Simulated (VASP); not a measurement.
# Cu (P6_3/mmc) in VASP: a series of runs

The runs below take Cu through single point, with PBE.

All numbers are computed with VASP 6.6.1; they aren't measurements. Logs are shortened: lines on timing, memory, paths and dates and some standing lists are left out, and cuts for length are marked.

**1. The cell of the first run**

Symmetry: P6_3/mmc, No. 194, hexagonal system. Conventional cell: a = 2.561 Å, b = 2.561 Å, c = 4.719 Å, α = 90.00°, β = 90.00°, γ = 120.00°. Within 3.4 Å of Cu (site symmetry -6m2) lie 12 Cu at 2.56 to 2.78 Å.

This isn't the form of Cu at room conditions, which is fcc.

**2. Single point, PBE (13.40 Å³/atom)**

File INCAR:

```
SYSTEM = Cu
ALGO     = Fast           ! electronic algorithm
EDIFF    = 1E-7           ! SCF threshold, eV
ENCUT    = 520            ! plane-wave cutoff, eV
GGA      = PE             ! functional
ISIF     = 2              ! what is computed and relaxed
ISMEAR   = 0              ! smearing method
LASPH    = .TRUE.         ! aspherical terms in the spheres
LCHARG   = .FALSE.        ! write CHGCAR
LREAL    = .FALSE.        ! projectors in reciprocal space
LWAVE    = .FALSE.        ! write WAVECAR
NBANDS   = 18             ! bands
NELM     = 60             ! most SCF steps
PREC     = Accurate       ! precision mode
SIGMA    = 0.15           ! smearing width, eV
```

File KPOINTS:

```
k-points
0
G
  21 21 12
  0 0 0
```

File POSCAR:

```
Cu
1.0
    2.5613944732      0.0000000000      0.0000000000
   -1.2806972366      2.2182326829      0.0000000000
    0.0000000000      0.0000000000      4.7186008986
Cu
2
Direct
    0.3333333333      0.6666666667      0.2500000000
    0.6666666667      0.3333333333      0.7500000000
```

Potentials or basis: VASP PAW PBE potentials, release 64 (Cu).

Command:

```
cat potpaw_PBE.64/Cu/POTCAR > POTCAR
mpirun -np 1 vasp_std > vasp.out
```

OUTCAR:

```text
SYSTEM = Cu
   EDIFF = 1E-7
   ENCUT = 520
   GGA = PE
   ISIF = 2
   ISMEAR = 0
   LASPH = .TRUE.
   LREAL = .FALSE.
   NELM = 60
   PREC = Accurate

 ion  position               nearest neighbor table
   1  0.333  0.667  0.250-   2 2.78   2 2.78   2 2.78   2 2.78   2 2.78   2 2.78
   2  0.667  0.333  0.750-   1 2.78   1 2.78   1 2.78   1 2.78   1 2.78   1 2.78

  LATTYP: Found a hexagonal cell.
 ALAT       =     2.5613944732
 C/A-ratio  =     1.8422000000

  Lattice vectors:

 A1 = (   2.5613944732,   0.0000000000,   0.0000000000)
 A2 = (  -1.2806972366,   2.2182326829,   0.0000000000)
 A3 = (   0.0000000000,   0.0000000000,   4.7186008986)

Analysis of symmetry for initial positions (statically):
=====================================================================
 Subroutine PRICEL returns:
 Original cell was already a primitive cell.

 Routine SETGRP: Setting up the symmetry group for a
 hexagonal supercell.

 Subroutine GETGRP returns: Found 24 space group operations
 (whereof 12 operations were pure point group operations)
 out of a pool of 24 trial point group operations.

The static configuration has the point symmetry D_3d.
 The point group associated with its full space group is D_6h.

Analysis of symmetry for dynamics (positions and initial velocities):
=====================================================================
 Subroutine PRICEL returns:
 Original cell was already a primitive cell.

 Routine SETGRP: Setting up the symmetry group for a
 hexagonal supercell.

 Subroutine GETGRP returns: Found 24 space group operations
 (whereof 12 operations were pure point group operations)
 out of a pool of 24 trial point group operations.

The dynamic configuration has the point symmetry D_3d.
 The point group associated with its full space group is D_6h.

 Subroutine INISYM returns: Found 24 space group operations
 (whereof 12 operations are pure point group operations),
 and found     1 'primitive' translations

----------------------------------------------------------------------------------------

                                     Primitive cell

  volume of cell :      26.8100

  direct lattice vectors                    reciprocal lattice vectors
     2.561394473  0.000000000  0.000000000     0.390412336  0.225404667  0.000000000
    -1.280697237  2.218232683  0.000000000     0.000000000  0.450809335  0.000000000
     0.000000000  0.000000000  4.718600899     0.000000000  0.000000000  0.211927226

  length of vectors
     2.561394473  2.561394473  4.718600899     0.450809335  0.450809335  0.211927226

  position of ions in fractional coordinates (direct lattice)
     0.333333333  0.666666667  0.250000000
     0.666666667  0.333333333  0.750000000

  ion indices of the primitive-cell ions
   primitive index   ion index
                 1           1
                 2           2

----------------------------------------------------------------------------------------

 KPOINTS: k-points

Automatic generation of k-mesh.
 Grid dimensions read from file:
 generate k-points for:   21   21   12

 Generating k-lattice:

  Cartesian coordinates                     Fractional coordinates (reciprocal lattice)
     0.018591064  0.010733556  0.000000000     0.047619048  0.000000000  0.000000000
     0.000000000  0.021467111  0.000000000     0.000000000  0.047619048  0.000000000
     0.000000000  0.000000000  0.017660602     0.000000000  0.000000000  0.083333333

  Length of vectors
     0.021467111  0.021467111  0.017660602

  Shift w.r.t. Gamma in fractional coordinates (k-lattice)
     0.000000000  0.000000000  0.000000000

 Subroutine IBZKPT returns following result:
 ===========================================

 Found    336 irreducible k-points:

 Following reciprocal coordinates:
            Coordinates               Weight
  0.000000  0.000000  0.000000      1.000000
  0.047619 -0.000000  0.000000      6.000000
  0.095238 -0.000000  0.000000      6.000000
  0.142857 -0.000000  0.000000      6.000000
  0.190476 -0.000000  0.000000      6.000000
  0.238095 -0.000000  0.000000      6.000000
[... 16 lines left out ...]
  0.142857  0.095238  0.000000     12.000000
  0.190476  0.095238  0.000000     12.000000
 [... further k-points ...]
   k-points           NKPTS =    336   k-points in BZ     NKDIM =    336   number of bands    NBANDS=     18
   number of dos      NEDOS =    301   number of ions     NIONS =      2
   total plane-waves  NPLWV =  14400
   dimension x,y,z NGX =    20 NGY =   20 NGZ =   36
   dimension x,y,z NGXF=    40 NGYF=   40 NGZF=   72
   ions per type =               2
   NGX,Y,Z   is equivalent  to a cutoff of  12.98, 12.98, 12.68 a.u.
   NGXF,Y,Z  is equivalent  to a cutoff of  25.96, 25.96, 25.37 a.u.
 SYSTEM =  Cu
   PREC   = accura    normal or accurate (medium, high low for compatibility)
   ISTART =      0    job   : 0-new  1-cont  2-samecut
   ICHARG =      2    charge: 1-file 2-atom 10-const
   ISPIN  =      1    spin polarized calculation?
   LNONCOLLINEAR =      F non collinear calculations
   LSORBIT =      F    spin-orbit coupling
   LASPH  =      T    aspherical Exc in radial PAW
   ENCUT  =  520.0 eV  38.22 Ry    6.18 a.u.   4.76  4.76  8.77*2*pi/ulx,y,z
   NELM   =     60;   NELMIN=  2; NELMDL= -5     # of ELM steps
   EDIFF  = 0.1E-06   stopping-criterion for ELM
   LREAL  =      F    real-space projection
   EDIFFG = 0.1E-05   stopping-criterion for IOM
   NSW    =      0    number of steps for IOM
   IBRION =     -1    ionic relax: 0-MD 1-quasi-New 2-CG
   NFREE  =      0    steps in history (QN), initial steepest desc. (CG)
   ISIF   =      2    stress and relaxation
   ISYM   =      2    0-nonsym 1-usesym 2-fastsym
   POTIM  = 0.5000    time-step for ionic-motion
   TEBEG  =    0.0;   TEEND  =   0.0 temperature during run
   PSTRESS=    0.0 pullay stress
   NELECT =      22.0000    total number of electrons
   NUPDOWN=      -1.0000    fix difference up-down
   EMIN   =  10.00;   EMAX   =-10.00  energy-range for DOS
   EFERMI =   0.00;   METHOD = LEGACY
   ISMEAR =     0;   SIGMA  =   0.15  broadening in eV -4-tet -1-fermi 0-gaus
   EFERMI_NEDOS =   21; number of points for ismear=-14 and -15
   IALGO  =     68    algorithm
   IMIX   =      4    mixing-type and parameters
     AMIX     =   0.40;   BMIX     =  1.00
     AMIX_MAG =   1.60;   BMIX_MAG =  1.00
  volume/ion in A,a.u.               =      13.40        90.46
  Fermi-wavevector in a.u.,A,eV,Ry     =   1.532675  2.896336 31.961353  2.349093
  Thomas-Fermi vector in A             =   2.639848
   LORBIT       =      0    0 simple, 1 ext, 2 COOP (PROOUT), +10 PAW based schemes
   GGA     = PE    functional components
   LHFCALC =     F    Hartree Fock is set to
   AEXX    =    0.0000 exact exchange contribution
   IVDW    =     0    specifies the selected vdW correction
   LEPSILON=     F    determine dielectric tensor
   LRPA    =     F    only Hartree local field effects (RPA)
 non-spin polarized calculation
 RMM-DIIS sequential band-by-band and
 Gauss-broadening in eV      SIGMA  =   0.15
  energy-cutoff  :      520.00
  volume of cell :       26.81
 maximum number of plane-waves:       740
 NGX is ok and might be reduce to    20
   NGX =  9   NGY =  9   NGZ = 17

 number of electron      22.0000004 magnetization

 Free energy of the ion-electron system (eV)
  ---------------------------------------------------
  ext. energy  EPLUGINS =         0.00000000
  ---------------------------------------------------
  free energy    TOTEN  =        -7.26275458 eV

  energy without entropy =       -7.25694297  energy(sigma->0) =       -7.25984878

 E-fermi :   6.1359     XC(G=0): -11.9958

 val. band max:        6.1238736472   @ k =   0.4286   0.0000   0.5000
 cond. band min:       6.1536980298   @ k =   0.0952   0.0476   0.0000
 fundamental gap:      0.0298243826
 Fermi energy:         6.1359255605

 k-point     1 :       0.0000    0.0000    0.0000
  band No.  band energies     occupation
      1      -2.3151      2.00000
      2       1.3485      2.00000
      3       3.1050      2.00000
      4       3.4647      2.00000
      5       3.4647      2.00000
      6       3.5659      2.00000
[... 10 lines left out ...]
     17      28.5670      0.00000
     18      28.5673      0.00000

 k-point     2 :       0.0476   -0.0000    0.0000
  band No.  band energies     occupation
      1      -2.2416      2.00000
      2       1.4002      2.00000
      3       3.1162      2.00000
      4       3.4509      2.00000
      5       3.4902      2.00000
      6       3.5502      2.00000
[... 10 lines left out ...]
     17      27.8659      0.00000
     18      28.4255      0.00000

 k-point     3 :       0.0952   -0.0000    0.0000
  band No.  band energies     occupation
      1      -2.0228      2.00000
      2       1.5492      2.00000
      3       3.1403      2.00000
      4       3.4176      2.00000
      5       3.5109      2.00000
      6       3.5650      2.00000
[... 10 lines left out ...]
     17      27.2661      0.00000
     18      28.3014      0.00000

 k-point     4 :       0.1429   -0.0000    0.0000
  band No.  band energies     occupation
      1      -1.6632      2.00000
      2       1.7749      2.00000
      3       3.1461      2.00000
      4       3.3621      2.00000
      5       3.3720      2.00000
      6       3.4932      2.00000
[... 375 lines left out ...]
      4       3.2333      2.00000
      5       3.4003      2.00000
      6       3.4161      2.00000
[... 10 lines left out ...]
     17      27.6953      0.00000
     18      28.2390      0.00000

 k-point    23 :       0.1429    0.0952    0.0000
  band No.  band energies     occupation
      1      -0.9648      2.00000
      2       2.1541      2.00000
      3       3.0105      2.00000
      4       3.0606      2.00000
      5       3.3177      2.00000
      6       3.4956      2.00000
[... 10 lines left out ...]
     17      26.1755      0.00000
     18      26.2798      0.00000

 k-point    24 :       0.1905    0.0952    0.0000
  band No.  band energies     occupation
      1      -0.3675      2.00000
      2       2.3696      2.00000
      3       2.8243      2.00000
      4       3.0175      2.00000
      5       3.2439      2.00000
      6       3.6295      2.00000
[... 10 lines left out ...]
     17      24.1626      0.00000
     18      26.6397      0.00000

 [... further k-points ...]

------------------------ aborting loop because EDIFF is reached ----------------------------------------

  FORCE on cell =-STRESS in cart. coord.  units (eV):
  Direction    XX          YY          ZZ          XY          YZ          ZX
  --------------------------------------------------------------------------------------
  -------------------------------------------------------------------------------------
  Total       -0.9144497     -0.9144497     -2.9761805      0.0000000     -0.0000000      0.0000000
  in kB      -54.6479137    -54.6479137   -177.8578460      0.0000000     -0.0000000      0.0000000
  external PRESSURE =     -95.7178911 kB  Pullay stress =       0.0000000 kB

 VOLUME and BASIS-vectors are now :
 -----------------------------------------------------------------------------
  energy-cutoff  :      520.00
  volume of cell :       26.81
      direct lattice vectors                 reciprocal lattice vectors
     2.561394473  0.000000000  0.000000000     0.390412336  0.225404667  0.000000000
    -1.280697237  2.218232683  0.000000000     0.000000000  0.450809335  0.000000000
     0.000000000  0.000000000  4.718600899     0.000000000  0.000000000  0.211927226

 POSITION                                       TOTAL-FORCE (eV/Angst)
 -----------------------------------------------------------------------------------
     -0.00000      1.47882      1.17965         0.000000     -0.000000      0.000000
      1.28070      0.73941      3.53895        -0.000000      0.000000      0.000000
 -----------------------------------------------------------------------------------
    total drift:                                0.000000     -0.000000      0.000000

  FREE ENERGIE OF THE ION-ELECTRON SYSTEM (eV)
  ---------------------------------------------------
  free  energy   TOTEN  =        -7.2627545803 eV

  energy  without entropy=       -7.2569429702  energy(sigma->0) =       -7.25984878
```

Run time: 2.7 min. Hardware: 1 thread of AMD EPYC 7R43 (Zen 3), shared host; peak memory 0.2 GiB.

What came out:

```yaml
Free_energy: -7.2628 eV
Pressure: -9.6 GPa
Band_gap_on_the_k_mesh: zero (bands 11 and 12 overlap by 6.15 eV)
```

Stress tensor (GPa, compression positive):
```
 -5.46   0.00   0.00
  0.00  -5.46   0.00
  0.00   0.00 -17.79
```

Caveat: the cell stands under tension.

**3. Single point, PBE (13.40 Å³/atom)**

File INCAR:

```
SYSTEM = Cu
ALGO = Fast
EDIFF = 1E-6
ENCUT = 520
GGA = PE
ISIF = 2
ISMEAR = 0
LASPH = .TRUE.
LCHARG = .FALSE.
LREAL = .FALSE.
LWAVE = .FALSE.
NBANDS = 18
NELM = 60
PREC = Accurate
SIGMA = 0.15
```

KPOINTS is that of step 2.

File POSCAR:

```
Cu
1.0
    2.7758279091      0.0000000000      0.0000000000
   -1.3879139546      2.4039374858      0.0000000000
    0.0000000000      0.0000000000      4.0177333157
Cu
2
Direct
    0.3333333333      0.6666666667      0.2500000000
    0.6666666667      0.3333333333      0.7500000000
```

Potentials or basis: VASP PAW PBE potentials, release 64 (Cu).

Command:

```
cat potpaw_PBE.64/Cu/POTCAR > POTCAR
mpirun -np 1 vasp_std > vasp.out
```

It took 3 min on 1 thread of AMD EPYC 7R43 (Zen 3), shared host; peak memory 0.21 GiB.

It converged, with:

```yaml
Free_energy: -7.2558 eV
Pressure: -9.0 GPa
Band_gap_on_the_k_mesh: zero (bands 11 and 12 overlap by 5.00 eV)
```

Stress tensor (GPa, compression positive):
```
-12.50   0.00   0.00
  0.00 -12.50   0.00
  0.00   0.00  -2.08
```

Levels at points of the mesh, in eV from the Fermi level:
| k point | band 9 | band 10 | band 11 | band 12 | band 13 | band 14 |
| --- | --- | --- | --- | --- | --- | --- |
| (0.00, 0.00, 0.00) | -2.31 | -1.55 | -1.55 | 0.49 | 4.86 | 17.54 |
| (0.00, 0.00, 0.50) | -1.72 | -1.72 | -1.72 | -1.72 | 14.55 | 14.55 |

Caveat: the cell stands under tension.
